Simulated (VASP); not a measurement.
A run of VASP 6.6.1 is set up as follows.

File INCAR:

```
ALGO = Normal ; EDIFF = 1E-6
ENCUT = 600 ; GGA = PS
GGA_COMPAT = F ; ISIF = 2
ISMEAR = 0 ; LASPH = T
LCHARG = F ; LREAL = F
LWAVE = F ; NBANDS = 56
NELM = 120 ; PREC = Accurate
SIGMA = 0.1
```

The input KPOINTS:

```
k-points
0
Gamma
  4 4 4
```

The input POSCAR:

```
HfO2
1.0
    5.0321592200      0.0000000000      0.0000000000
    0.0000000000      5.0321592200      0.0000000000
    0.0000000000      0.0000000000      5.0321592200
Hf O
4 8
Direct
    0.0000000000      0.0000000000      0.0000000000
    0.0000000000      0.5000000000      0.5000000000
    0.5000000000      0.0000000000      0.5000000000
    0.5000000000      0.5000000000      0.0000000000
    0.2500000000      0.2500000000      0.7500000000
    0.2500000000      0.7500000000      0.7500000000
    0.2500000000      0.7500000000      0.2500000000
    0.2500000000      0.2500000000      0.2500000000
    0.7500000000      0.2500000000      0.2500000000
    0.7500000000      0.7500000000      0.2500000000
    0.7500000000      0.7500000000      0.7500000000
    0.7500000000      0.2500000000      0.7500000000
```

Potentials or basis: VASP PAW PBE potentials, release 64 (Hf_pv, O).

The run is started by

```bash
$ cat potpaw_PBE.64/Hf_pv/POTCAR potpaw_PBE.64/O/POTCAR > POTCAR
$ mpirun -np 1 vasp_std > vasp.out
```

Q: Estimate the band gap on the k mesh.

A: 3.73 eV.

Q: Predict the pressure.

A: -2.1 GPa.

Caveat: the PAW data sets were made with another functional, which shifts forces and pressure a little; spin-orbit coupling is left out, which moves the levels of the heavy elements. A k mesh can miss the band edges.
